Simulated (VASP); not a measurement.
The system is GaSi.

```
Ga Si
1.0
     5.91671    0.00000    0.00000
     0.00000    3.34546    0.00000
     0.00000    0.00000    5.88740
Ga Si
4 4
Direct
  0.01000 0.25000 0.81000
  0.49000 0.75000 0.31000
  0.51000 0.25000 0.69000
  0.99000 0.75000 0.19000
  0.22000 0.25000 0.42000
  0.28000 0.75000 0.92000
  0.72000 0.25000 0.08000
  0.78000 0.75000 0.58000
```

- Program: VASP 6.6.1
- Task: relaxation of cell and atoms
- Functional: PBE
- Potentials or basis: VASP PAW PBE potentials, release 64 (Ga_d, Si)
- Cutoff: 600 eV
- k mesh: 4 × 6 × 4
- Occupations: gaussian, width 0.1 eV
- Spin: no spin polarisation

At the start: pressure 27.3 GPa; volume 14.57 Å³/atom.

**Question.** Where does the relaxation end?

**Answer.** Over 54 steps the energy falls by 437.4 meV/atom and the volume is 17.83 Å³/atom (+22.4 %); space group Pnma (No. 62, to 0.05 Å).

Step by step:
| step | energy change (eV) | largest force (eV/Å) | pressure (GPa) | volume (Å³) |
| --- | --- | --- | --- | --- |
| 1 | 0.0000 | 1.9977 | 27.32 | 116.54 |
| 3 | -2.4091 | 0.3468 | -0.45 | 145.97 |
| 5 | -2.4790 | 0.2549 | -0.48 | 145.81 |
| 7 | -2.6334 | 0.1638 | 1.66 | 142.07 |
| 9 | -2.7716 | 0.1933 | -0.41 | 146.70 |
| 11 | -2.7727 | 0.1868 | -0.34 | 146.40 |
| 13 | -2.8041 | 0.2288 | 0.25 | 144.98 |
| 15 | -2.8102 | 0.3634 | 0.62 | 144.03 |
| 17 | -2.8732 | 0.4717 | -0.15 | 145.04 |
| 19 | -3.0283 | 0.5086 | -2.82 | 148.85 |
| 21 | -3.0813 | 0.4890 | -2.71 | 148.10 |
| 23 | -3.2120 | 0.2223 | -0.44 | 144.27 |
| 25 | -3.2265 | 0.2118 | -1.18 | 145.13 |
| 27 | -3.2341 | 0.2063 | -0.96 | 144.47 |
| 29 | -3.2304 | 0.3026 | 1.35 | 139.34 |
| 31 | -3.2588 | 0.1861 | 0.19 | 141.77 |
| 33 | -3.3360 | 0.2384 | 1.57 | 139.79 |
| 35 | -3.3553 | 0.1948 | 2.21 | 138.90 |
| 37 | -3.3627 | 0.2112 | 2.60 | 138.51 |
| 39 | -3.3663 | 0.2700 | 2.05 | 139.94 |
| 41 | -3.3842 | 0.2334 | 2.03 | 139.81 |
| 43 | -3.4234 | 0.1812 | -0.46 | 144.36 |
| 45 | -3.4409 | 0.1519 | -0.34 | 144.13 |
| 47 | -3.4531 | 0.1789 | 0.45 | 143.01 |
| 49 | -3.4689 | 0.1024 | 0.04 | 143.57 |
| 51 | -3.4848 | 0.1339 | -0.30 | 144.05 |
| 53 | -3.4951 | 0.0958 | 0.45 | 141.85 |
| 54 | -3.4996 | 0.0275 | -0.21 | 142.65 |

Final structure:
```
Ga Si
1.0
     5.28635    0.00000    0.00000
     0.00000    3.62061    0.00000
     0.00000    0.00000    7.45280
Ga Si
4 4
Direct
  0.99397 0.25000 0.83041
  0.50603 0.75000 0.33041
  0.49397 0.25000 0.66959
  0.00603 0.75000 0.16959
  0.12800 0.25000 0.43229
  0.37200 0.75000 0.93229
  0.62800 0.25000 0.06771
  0.87200 0.75000 0.56771
```

Caveat: the volume moved by over 15 % at a fixed basis, so the end points are rough.
